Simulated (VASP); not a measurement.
# Lu (Im-3m) in VASP: further runs

Lu is run at these levels: PBEsol; tasks: single point, relaxation of cell and atoms.

Everything below comes from runs of VASP 6.6.1. Logs are shortened: lines on timing, memory, paths and dates and some standing lists are left out, and cuts for length are marked.

**1. The cell of the first run**

The structure is cubic, space group Im-3m (No. 229). Conventional cell: a = 3.825 Å, b = 3.825 Å, c = 3.825 Å, α = 90.00°, β = 90.00°, γ = 90.00°. Within 4.4 Å of Lu (site symmetry m-3m) lie 14 Lu at 3.31 to 3.82 Å.

This isn't the form of Lu at room conditions, which is hcp.

**2. Single point, PBEsol**

INCAR

```
  ALGO = Normal
  EDIFF = 1E-6
  ENCUT = 520
  GGA = PS
  ISIF = 2
  ISMEAR = -1
  LASPH = T
  LCHARG = T
  LELF = T
  LREAL = F
  LVHAR = T
  LWAVE = F
  NBANDS = 18
  NELM = 100
  PREC = Accurate
  SIGMA = 0.1
```

KPOINTS

```
k-points
0
Gamma
  9 9 9
```

POSCAR

```
Lu
1.0
    1.9123373944      1.9123373944      1.9123373944
   -1.9123373944      1.9123373944      1.9123373944
   -1.9123373944     -1.9123373944      1.9123373944
Lu
1
Direct
    0.0000000000      0.0000000000      0.0000000000
```

Potentials or basis: VASP PAW PBE potentials, release 64 (Lu).

Command:

```sh
cat potpaw_PBE.64/Lu/POTCAR > POTCAR
mpirun -np 1 vasp_std > vasp.out
```

OUTCAR:

```text
EDIFF = 1E-6
   ENCUT = 520
   GGA = PS
   ISIF = 2
   ISMEAR = -1
   LASPH = T
   LREAL = F
   NELM = 100
   PREC = Accurate

 ion  position               nearest neighbor table
   1  0.000  0.000  0.000-

  LATTYP: Found a body centered cubic cell.
 ALAT       =     3.8246747888

  Lattice vectors:

 A1 = (   1.9123373944,  -1.9123373944,  -1.9123373944)
 A2 = (   1.9123373944,   1.9123373944,   1.9123373944)
 A3 = (  -1.9123373944,  -1.9123373944,   1.9123373944)

Analysis of symmetry for initial positions (statically):
=====================================================================
 Subroutine PRICEL returns:
 Original cell was already a primitive cell.

 Routine SETGRP: Setting up the symmetry group for a
 body centered cubic supercell.

 Subroutine GETGRP returns: Found 48 space group operations
 (whereof 48 operations were pure point group operations)
 out of a pool of 48 trial point group operations.

The static configuration has the point symmetry O_h .

Analysis of symmetry for dynamics (positions and initial velocities):
=====================================================================
 Subroutine PRICEL returns:
 Original cell was already a primitive cell.

 Routine SETGRP: Setting up the symmetry group for a
 body centered cubic supercell.

 Subroutine GETGRP returns: Found 48 space group operations
 (whereof 48 operations were pure point group operations)
 out of a pool of 48 trial point group operations.

The dynamic configuration has the point symmetry O_h .

 Subroutine INISYM returns: Found 48 space group operations
 (whereof 48 operations are pure point group operations),
 and found     1 'primitive' translations

----------------------------------------------------------------------------------------

                                     Primitive cell

  volume of cell :      27.9739

  direct lattice vectors                    reciprocal lattice vectors
     1.912337394  1.912337394  1.912337394     0.261460139  0.000000000  0.261460139
    -1.912337394  1.912337394  1.912337394    -0.261460139  0.261460139  0.000000000
    -1.912337394 -1.912337394  1.912337394     0.000000000 -0.261460139  0.261460139

  length of vectors
     3.312265528  3.312265528  3.312265528     0.369760474  0.369760474  0.369760474

  position of ions in fractional coordinates (direct lattice)
     0.000000000  0.000000000  0.000000000

  ion indices of the primitive-cell ions
   primitive index   ion index
                 1           1

----------------------------------------------------------------------------------------

 KPOINTS: k-points

Automatic generation of k-mesh.
 Grid dimensions read from file:
 generate k-points for:    9    9    9

 Generating k-lattice:

  Cartesian coordinates                     Fractional coordinates (reciprocal lattice)
     0.029051127  0.000000000  0.029051127     0.111111111  0.000000000  0.000000000
    -0.029051127  0.029051127  0.000000000     0.000000000  0.111111111  0.000000000
     0.000000000 -0.029051127  0.029051127     0.000000000  0.000000000  0.111111111

  Length of vectors
     0.041084497  0.041084497  0.041084497

  Shift w.r.t. Gamma in fractional coordinates (k-lattice)
     0.000000000  0.000000000  0.000000000

 Subroutine IBZKPT returns following result:
 ===========================================

 Found     35 irreducible k-points:

 Following reciprocal coordinates:
            Coordinates               Weight
  0.000000  0.000000  0.000000      1.000000
  0.111111  0.000000  0.000000     12.000000
  0.222222  0.000000  0.000000     12.000000
  0.333333  0.000000  0.000000     12.000000
  0.444444  0.000000  0.000000     12.000000
  0.222222  0.111111  0.000000     24.000000
[... 16 lines left out ...]
  0.111111 -0.444444  0.111111     24.000000
  0.222222 -0.444444  0.111111     24.000000
 [... further k-points ...]
   k-points           NKPTS =     35   k-points in BZ     NKDIM =     35   number of bands    NBANDS=     18
   number of dos      NEDOS =    301   number of ions     NIONS =      1
   total plane-waves  NPLWV =  21952
   dimension x,y,z NGX =    28 NGY =   28 NGZ =   28
   dimension x,y,z NGXF=    56 NGYF=   56 NGZF=   56
   ions per type =               1
   NGX,Y,Z   is equivalent  to a cutoff of  14.05, 14.05, 14.05 a.u.
   NGXF,Y,Z  is equivalent  to a cutoff of  28.11, 28.11, 28.11 a.u.
 SYSTEM =  unknown system
   PREC   = accura    normal or accurate (medium, high low for compatibility)
   ISTART =      0    job   : 0-new  1-cont  2-samecut
   ICHARG =      2    charge: 1-file 2-atom 10-const
   ISPIN  =      1    spin polarized calculation?
   LNONCOLLINEAR =      F non collinear calculations
   LSORBIT =      F    spin-orbit coupling
   LASPH  =      T    aspherical Exc in radial PAW
   ENCUT  =  520.0 eV  38.22 Ry    6.18 a.u.   6.16  6.16  6.16*2*pi/ulx,y,z
   NELM   =    100;   NELMIN=  2; NELMDL= -5     # of ELM steps
   EDIFF  = 0.1E-05   stopping-criterion for ELM
   LREAL  =      F    real-space projection
   EDIFFG = 0.1E-04   stopping-criterion for IOM
   NSW    =      0    number of steps for IOM
   IBRION =     -1    ionic relax: 0-MD 1-quasi-New 2-CG
   NFREE  =      0    steps in history (QN), initial steepest desc. (CG)
   ISIF   =      2    stress and relaxation
   ISYM   =      2    0-nonsym 1-usesym 2-fastsym
   POTIM  = 0.5000    time-step for ionic-motion
   TEBEG  =    0.0;   TEEND  =   0.0 temperature during run
   PSTRESS=    0.0 pullay stress
   NELECT =      25.0000    total number of electrons
   NUPDOWN=      -1.0000    fix difference up-down
   EMIN   =  10.00;   EMAX   =-10.00  energy-range for DOS
   EFERMI =   0.00;   METHOD = LEGACY
   ISMEAR =    -1;   SIGMA  =   0.10  broadening in eV -4-tet -1-fermi 0-gaus
   EFERMI_NEDOS =   21; number of points for ismear=-14 and -15
   IALGO  =     38    algorithm
   IMIX   =      4    mixing-type and parameters
     AMIX     =   0.40;   BMIX     =  1.00
     AMIX_MAG =   1.60;   BMIX_MAG =  1.00
  volume/ion in A,a.u.               =      27.97       188.78
  Fermi-wavevector in a.u.,A,eV,Ry     =   1.576898  2.979905 33.832354  2.486608
  Thomas-Fermi vector in A             =   2.677662
   LORBIT       =      0    0 simple, 1 ext, 2 COOP (PROOUT), +10 PAW based schemes
   GGA     = PS    functional components
   LHFCALC =     F    Hartree Fock is set to
   AEXX    =    0.0000 exact exchange contribution
   IVDW    =     0    specifies the selected vdW correction
   LEPSILON=     F    determine dielectric tensor
   LRPA    =     F    only Hartree local field effects (RPA)
 non-spin polarized calculation
  energy-cutoff  :      520.00
  volume of cell :       27.97
 maximum number of plane-waves:       767
 NGX is ok and might be reduce to    28
   NGX = 13   NGY = 13   NGZ = 13

 number of electron      25.0000004 magnetization

 Free energy of the ion-electron system (eV)
  ---------------------------------------------------
  ext. energy  EPLUGINS =         0.00000000
  ---------------------------------------------------
  free energy    TOTEN  =        -4.83403331 eV

  energy without entropy =       -4.76449474  energy(sigma->0) =       -4.79926402

 E-fermi :   2.3917     XC(G=0): -10.9765

 val. band max:        2.3632866745   @ k =   0.2222  -0.3333   0.1111
 cond. band min:       2.4202473748   @ k =   0.2222  -0.4444   0.1111
 fundamental gap:      0.0569607003
 Fermi energy:         2.3916608553

 k-point     1 :       0.0000    0.0000    0.0000
  band No.  band energies     occupation
      1     -53.8974      2.00000
      2     -24.2828      2.00000
      3     -24.2828      2.00000
      4     -24.2828      2.00000
      5      -3.8829      2.00000
      6      -2.6737      2.00000
[... 10 lines left out ...]
     17       6.8856      0.00000
     18      14.2993      0.00000

 k-point     2 :       0.1111    0.0000    0.0000
  band No.  band energies     occupation
      1     -53.8929      2.00000
      2     -24.3533      2.00000
      3     -24.3051      2.00000
      4     -24.2830      2.00000
      5      -3.5086      2.00000
      6      -2.6702      2.00000
[... 10 lines left out ...]
     17       6.8868      0.00000
     18      14.6412      0.00000

 k-point     3 :       0.2222    0.0000    0.0000
  band No.  band energies     occupation
      1     -53.8813      2.00000
      2     -24.5273      2.00000
      3     -24.3611      2.00000
      4     -24.2836      2.00000
      5      -2.6637      2.00000
      6      -2.6487      2.00000
[... 10 lines left out ...]
     17       6.9738      0.00000
     18      14.5987      0.00000

 k-point     4 :       0.3333    0.0000    0.0000
  band No.  band energies     occupation
      1     -53.8682      2.00000
      2     -24.7176      2.00000
      3     -24.4239      2.00000
      4     -24.2842      2.00000
      5      -2.6614      2.00000
      6      -2.6324      2.00000
[... 10 lines left out ...]
     17       7.6891      0.00000
     18      13.0746      0.00000

 k-point     5 :       0.4444    0.0000    0.0000
  band No.  band energies     occupation
      1     -53.8596      2.00000
      2     -24.8379      2.00000
      3     -24.4645      2.00000
      4     -24.2847      2.00000
      5      -2.6631      2.00000
      6      -2.6466      2.00000
[... 10 lines left out ...]
     17       9.4728      0.00000
     18      11.5038      0.00000

 k-point     6 :       0.2222    0.1111    0.0000
  band No.  band energies     occupation
      1     -53.8848      2.00000
      2     -24.4730      2.00000
      3     -24.3304      2.00000
      4     -24.2997      2.00000
      5      -2.8099      2.00000
      6      -2.6640      2.00000
[... 10 lines left out ...]
     17       7.1010      0.00000
     18      15.1944      0.00000

 k-point     7 :       0.3333    0.1111    0.0000
  band No.  band energies     occupation
      1     -53.8725      2.00000
      2     -24.6399      2.00000
      3     -24.3981      2.00000
      4     -24.3070      2.00000
      5      -2.6569      2.00000
      6      -2.6363      2.00000
[... 10 lines left out ...]
     17       7.3838      0.00000
     18      13.5358      0.00000

 k-point     8 :       0.4444    0.1111   -0.0000
  band No.  band energies     occupation
      1     -53.8617      2.00000
      2     -24.7786      2.00000
      3     -24.4644      2.00000
      4     -24.3092      2.00000
      5      -2.6565      2.00000
      6      -2.6449      2.00000
[... 10 lines left out ...]
     17       8.8600      0.00000
     18      11.6700      0.00000
[... 229 lines left out ...]
     17      10.1517      0.00000
     18      10.4782      0.00000

 k-point    20 :       0.1111    0.3333    0.1111
  band No.  band energies     occupation
      1     -53.8757      2.00000
      2     -24.6136      2.00000
      3     -24.3370      2.00000
      4     -24.3370      2.00000
      5      -2.6509      2.00000
      6      -2.6406      2.00000
[... 10 lines left out ...]
     17       7.0520      0.00000
     18      15.2657      0.00000

 k-point    21 :      -0.4444    0.3333    0.1111
  band No.  band energies     occupation
      1     -53.8494      2.00000
      2     -24.7405      2.00000
      3     -24.6349      2.00000
      4     -24.3846      2.00000
      5      -2.6623      2.00000
      6      -2.6365      2.00000
[... 10 lines left out ...]
     17       9.8708      0.00000
     18      10.7396      0.00000

 k-point    22 :       0.1111    0.4444    0.1111
  band No.  band energies     occupation
      1     -53.8653      2.00000
      2     -24.7256      2.00000
      3     -24.4248      2.00000
      4     -24.3445      2.00000
      5      -2.6454      2.00000
      6      -2.6444      2.00000
[... 10 lines left out ...]
     17       8.6842      0.00000
     18      12.0336      0.00000

 k-point    23 :       0.1111   -0.4444    0.1111
  band No.  band energies     occupation
      1     -53.8584      2.00000
      2     -24.7802      2.00000
      3     -24.4990      2.00000
      4     -24.3495      2.00000
      5      -2.6524      2.00000
      6      -2.6458      2.00000
[... 10 lines left out ...]
     17       9.6072      0.00000
     18      10.5132      0.00000

 k-point    24 :       0.2222   -0.4444    0.1111
  band No.  band energies     occupation
      1     -53.8589      2.00000
      2     -24.7369      2.00000
      3     -24.4992      2.00000
      4     -24.3924      2.00000
      5      -2.6527      2.00000
      6      -2.6303      2.00000
[... 10 lines left out ...]
     17       9.1847      0.00000
     18      10.6743      0.00000

 [... further k-points ...]
[... 5 lines left out ...]
  --------------------------------------------------------------------------------------
  -------------------------------------------------------------------------------------
  Total        0.0254603      0.0254603      0.0254603      0.0000000      0.0000000      0.0000000
  in kB        1.4582121      1.4582121      1.4582121      0.0000000      0.0000000      0.0000000
  external PRESSURE =       1.4582121 kB  Pullay stress =       0.0000000 kB

 VOLUME and BASIS-vectors are now :
 -----------------------------------------------------------------------------
  energy-cutoff  :      520.00
  volume of cell :       27.97
      direct lattice vectors                 reciprocal lattice vectors
     1.912337394  1.912337394  1.912337394     0.261460139  0.000000000  0.261460139
    -1.912337394  1.912337394  1.912337394    -0.261460139  0.261460139  0.000000000
    -1.912337394 -1.912337394  1.912337394     0.000000000 -0.261460139  0.261460139

 POSITION                                       TOTAL-FORCE (eV/Angst)
 -----------------------------------------------------------------------------------
      0.00000      0.00000      0.00000         0.000000      0.000000      0.000000
 -----------------------------------------------------------------------------------
    total drift:                               -0.000000      0.000000     -0.000000

  FREE ENERGIE OF THE ION-ELECTRON SYSTEM (eV)
  ---------------------------------------------------
  free  energy   TOTEN  =        -4.8340333111 eV

  energy  without entropy=       -4.7644947375  energy(sigma->0) =       -4.79926402
```

Run time: 12 s. Hardware: 1 thread of Intel Xeon 6975P-C (Granite Rapids), shared host; peak memory 0.17 GiB.

What came out:

```
Free energy            : -4.8340 eV
Pressure               : 0.1 GPa
Band gap on the k mesh : zero (an odd number of electrons rules out a gap without spin polarisation)
```

Caveat: the PAW data sets were made with another functional, which shifts forces and pressure a little; spin-orbit coupling is left out, which moves the levels of the heavy elements.

**3. Relaxation of cell and atoms, PBEsol**

INCAR

```
ALGO = Normal
EDIFF = 1E-7
EDIFFG = -0.03
ENCUT = 600
GGA = PS
IBRION = 2
ISIF = 3
ISMEAR = -1
LASPH = True
LCHARG = False
LREAL = False
LWAVE = False
NELM = 60
NSW = 80
PREC = Accurate
SIGMA = 0.1
```

KPOINTS is that of step 2.

POSCAR is that of step 2.

Potentials or basis: VASP PAW PBE potentials, release 64 (Lu).

Command:

```sh
cat potpaw_PBE.64/Lu/POTCAR > POTCAR
mpirun -np 1 vasp_std > vasp.out
```

Wall time 19 s (1 thread of Intel Xeon 6975P-C (Granite Rapids), shared host); peak memory 0.18 GiB.

The run converged. Its results:

```yaml
Free_energy: -4.8348 eV
Relaxed_volume: 28.11 Å³/atom
Relaxed_cell: a = 3.317 Å, b = 3.317 Å, c = 3.317 Å, α = 70.53°, β = 109.47°, γ = 70.53°
Space_group_after_relaxing_to_0.1_Å: Im-3m (No. 229)
Energy_gained_by_relaxing: 0.1 meV/atom
Ionic_steps: 2
Pressure_after_relaxing: 0.0 GPa
Band_gap_on_the_k_mesh: zero (an odd number of electrons rules out a gap without spin polarisation)
```

Final structure:
```xyz
1
Lattice="1.9153 1.9153 1.9153 -1.9153 1.9153 1.9153 -1.9153 -1.9153 1.9153" Properties=species:S:1:pos:R:3 pbc="T T T"
Lu    0.0000    0.0000    0.0000
```

Levels at points of the mesh, in eV from the Fermi level:
```
           k point  band 9  band 10  band 11  band 12  band 13  band 14  band 15  band 16
(0.00, 0.00, 0.00)   -4.97    -4.97    -4.97    -4.95     2.13     2.13     2.13     4.48
```

Caveat: the PAW data sets were made with another functional, which shifts forces and pressure a little; spin-orbit coupling is left out, which moves the levels of the heavy elements.

**4. Relaxation of cell and atoms, PBEsol**

This run uses another cell than the first one, of 29.43 Å³/atom.

INCAR

```
SYSTEM = Lu
PREC = Accurate
ENCUT = 600
EDIFF = 1E-7
ISMEAR = -1
SIGMA = 0.1
LREAL = .False.
LASPH = .True.
NELM = 80
ALGO = Normal
ISIF = 3
LWAVE = .False.
LCHARG = .False.
GGA = PS
IBRION = 2
NSW = 80
EDIFFG = -0.03
```

KPOINTS

```
regular mesh
0
Gamma
  9 9 9
  0 0 0
```

POSCAR

```
Lu
1.0
    1.9450000000      1.9450000000      1.9450000000
   -1.9450000000      1.9450000000      1.9450000000
   -1.9450000000     -1.9450000000      1.9450000000
Lu
1
Direct
    0.0000000000      0.0000000000      0.0000000000
```

Command:

```sh
cat potpaw_PBE.64/Lu/POTCAR > POTCAR
mpirun -np 1 vasp_std > vasp.out
```

Run time: 29 s. Hardware: 1 thread of Intel Xeon 6975P-C (Granite Rapids), shared host; peak memory 0.18 GiB.

The run converged. Its results:

| Item | Value |
| --- | --- |
| Free energy | -4.8349 eV |
| Relaxed volume | 28.11 Å³/atom |
| Relaxed cell | a = 3.317 Å, b = 3.317 Å, c = 3.317 Å, α = 70.53°, β = 109.47°, γ = 70.53° |
| Space group after relaxing (to 0.1 Å) | Im-3m (No. 229) |
| Energy gained by relaxing | 8.4 meV/atom |
| Ionic steps | 3 |
| Pressure after relaxing | 0.0 GPa |
| Band gap on the k mesh | zero (an odd number of electrons rules out a gap without spin polarisation) |

Step by step:
| step | energy change (eV) | largest force (eV/Å) | pressure (GPa) | volume (Å³) |
| --- | --- | --- | --- | --- |
| 1 | 0.0000 | 0.0000 | -1.96 | 29.43 |
| 2 | -0.0082 | 0.0000 | 0.30 | 27.93 |
| 3 | -0.0084 | 0.0000 | 0.00 | 28.11 |

Final structure:
```yaml
crystal:
  lattice:
    - [1.91534, 1.91534, 1.91534]
    - [-1.91534, 1.91534, 1.91534]
    - [-1.91534, -1.91534, 1.91534]
  atoms:
    - { symbol: Lu, position: [0.00000, 0.00000, 0.00000] }
```

Levels at points of the mesh, in eV from the Fermi level:
| k point | band 10 | band 11 | band 12 | band 13 | band 14 | band 15 |
| --- | --- | --- | --- | --- | --- | --- |
| (0.00, 0.00, 0.00) | -4.97 | -4.97 | -4.95 | 2.13 | 2.13 | 2.13 |

Caveat: the PAW data sets were made with another functional, which shifts forces and pressure a little; spin-orbit coupling is left out, which moves the levels of the heavy elements.

**5. Overview**

```tsv
task	cell	cutoff (eV)	gap on the mesh (eV)	pressure (GPa)	relaxed volume (Å³/atom)
single point	a = 3.312 Å, angles 70.5, 109.5, 70.5°, 1 atom	520	none	0.1	-
relaxation of cell and atoms	relaxed from a = 3.312 Å, angles 70.5, 109.5, 70.5°, 1 atom	600	none	0.0	28.11
relaxation of cell and atoms	relaxed from a = 3.369 Å, angles 70.5, 109.5, 70.5°, 1 atom	600	none	0.0	28.11
```

Alike in all rows: level PBEsol; potentials or basis VASP PAW PBE potentials, release 64 (Lu); no spin polarisation; k mesh 9 × 9 × 9; smearing fermi-dirac 0.1 eV.

Caveats: the PAW data sets were made with another functional, which shifts forces and pressure a little; spin-orbit coupling is left out, which moves the levels of the heavy elements.

Total energies depend on the potentials used, so only differences within one code and one set of settings carry meaning.
